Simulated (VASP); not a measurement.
A run of VASP 6.6.1 is set up as follows.

INCAR

```
SYSTEM = MgO
PREC = Accurate
ENCUT = 840
EDIFF = 1E-6
ISMEAR = 0
SIGMA = 0.05
LREAL = .False.
LASPH = .True.
NELM = 120
ALGO = Normal
ISIF = 2
LWAVE = .False.
LCHARG = .False.
NBANDS = 15
GGA_COMPAT = .False.
```

Contents of KPOINTS:

```
Automatic mesh
0
Gamma
  9 9 8
  0 0 0
```

File POSCAR:

```
MgO
1.0
    2.9380209034      0.0000000000      0.0000000000
   -1.4690104517      2.5825667503      0.0000000000
    0.0000000000      0.0000000000      2.6796800000
Mg O
1 1
Direct
    0.0000000000      0.0000000000      0.0000000000
    0.3333333333      0.6666666667      0.5000000000
```

Potentials or basis: VASP PAW LDA potentials, release 64 (Mg_sv, O).

Run with:

```sh
$ cat potpaw_LDA.64/Mg_sv/POTCAR potpaw_LDA.64/O/POTCAR > POTCAR
$ mpirun -np 1 vasp_std > vasp.out
```

Estimate the band gap on the k mesh.

2.81 eV (least direct gap 3.19 eV).

Predict the largest force.

0.012 eV/Å.

Predict the pressure.

-10.6 GPa.

Stress tensor (GPa, compression positive):
```
 -9.67   0.00   0.00
  0.00 -13.03   0.00
  0.00   0.00  -9.13
```

Caveat: the cell differs from its parent crystal (strain +0.0150 x Voigt [0, 1, 0, 0, 0, 0]); the cell stands under tension. A k mesh can miss the band edges.
